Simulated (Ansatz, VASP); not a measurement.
# GaN in VASP and in Ansatz

The input INCAR:

```
PREC = Accurate
ENCUT = 600
EDIFF = 1E-7
ISMEAR = 0
SIGMA = 0.1
LREAL = False
LASPH = True
NELM = 60
ALGO = Normal
ISIF = 3
LWAVE = False
LCHARG = False
GGA = PE
IBRION = 2
NSW = 90
EDIFFG = -0.04
```

Contents of KPOINTS:

```
regular mesh
0
Gamma
  6 6 4
```

POSCAR

```
GaN
1.0
    3.1889304035      0.0000000000      0.0000000000
   -1.5944652018      2.7616947404      0.0000000000
    0.0000000000      0.0000000000      5.1923572500
Ga N
2 2
Direct
    0.6666666700      0.3333333300      0.4990837100
    0.3333333300      0.6666666700      0.9990837100
    0.6666666700      0.3333333300      0.8759162900
    0.3333333300      0.6666666700      0.3759162900
```

Input for Ansatz:

```yaml
crystal:
  lattice:
    - [3.1889304035, 0.0, 0.0]
    - [-1.5944652018, 2.7616947404, 0.0]
    - [0.0, 0.0, 5.19235725]
  atoms:
    - { symbol: Ga, position: [0.66666667, 0.33333333, 0.49908371] }
    - { symbol: Ga, position: [0.33333333, 0.66666667, 0.99908371] }
    - { symbol: "N", position: [0.66666667, 0.33333333, 0.87591629] }
    - { symbol: "N", position: [0.33333333, 0.66666667, 0.37591629] }
basis:
  ecutwfc: 420
kpoints:
  mp_grid: { grid: [6, 6, 4] }
hamiltonian:
  xc: pbe
scf:
  occupations: { method: gaussian, width: 0.1 }
  lower_state_search: "off"
output:
  forces: true
  stress: true
  eigenvalues: true
relax:
  adjacent_minimum: "off"
  f_tol: 0.04
  max_steps: 70
  cell: { stress_tol: 0.4 }
```

Alike in both runs: task relaxation of cell and atoms; functional PBE; k mesh 6 × 6 × 4; occupations gaussian, width 0.1 eV; no spin polarisation.

|  | VASP | Ansatz |
| --- | --- | --- |
| version | VASP 6.6.1 | Ansatz 0.2.0 |
| potentials or method | VASP PAW PBE potentials, release 64 (Ga_d, N), cutoff 600 eV | scalar-relativistic, plane waves, PAW |
| valence electrons in the cell | 36 | 36 |

Ansatz gave:

| Property | Result |
| --- | --- |
| gap on the k mesh at the Fermi level, each at its own relaxed structure (eV) | 1.72 |
| relaxed volume (Å³/atom) | 11.74 |
| relaxed cell length with the largest relative difference (Å) | 5.239 |

Question: Estimate VASP's values.

Answer: gap on the k mesh at the Fermi level, each at its own relaxed structure (eV): 1.72; relaxed volume (Å³/atom): 11.76; relaxed cell length with the largest relative difference (Å): 5.241.
